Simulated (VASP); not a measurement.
A run of VASP 6.6.1:

Contents of INCAR:

```
SYSTEM = PbSe
  PREC = Accurate
  ENCUT = 500
  EDIFF = 1E-6
  ISMEAR = 0
  SIGMA = 0.01
  LREAL = .False.
  LASPH = .True.
  NELM = 120
  ALGO = Normal
  ISIF = 2
  LWAVE = .False.
  LCHARG = .False.
  GGA = PE
  NBANDS = 17
  GGA_COMPAT = .False.
```

Contents of KPOINTS:

```
Automatic mesh
0
Gamma
  6 6 6
  0 0 0
```

File POSCAR:

```
PbSe
1.0
    4.3284130000      0.0000000000      0.0000000000
    2.1642065000      3.7485156161      0.0000000000
    2.1642065000      1.2495052054      3.5341344153
Pb Se
1 1
Direct
    0.0000000000      0.0000000000      0.0000000000
    0.5000000000      0.5000000000      0.5000000000
```

Potentials or basis: VASP PAW PBE potentials, release 64 (Pb_d, Se).

Launch:

```sh
$ cat potpaw_PBE.64/Pb_d/POTCAR potpaw_PBE.64/Se/POTCAR > POTCAR
$ mpirun -np 1 vasp_std > vasp.out
```

Hardware: 1 thread of AMD EPYC 7R13, with other jobs on the host.

Task: How long does it take, and how much memory?

Result: Run time: 26 s on 1 thread of AMD EPYC 7R13, with other jobs on the host, peak memory 0.15 GiB. Counts: scf iterations 12, k points 16.
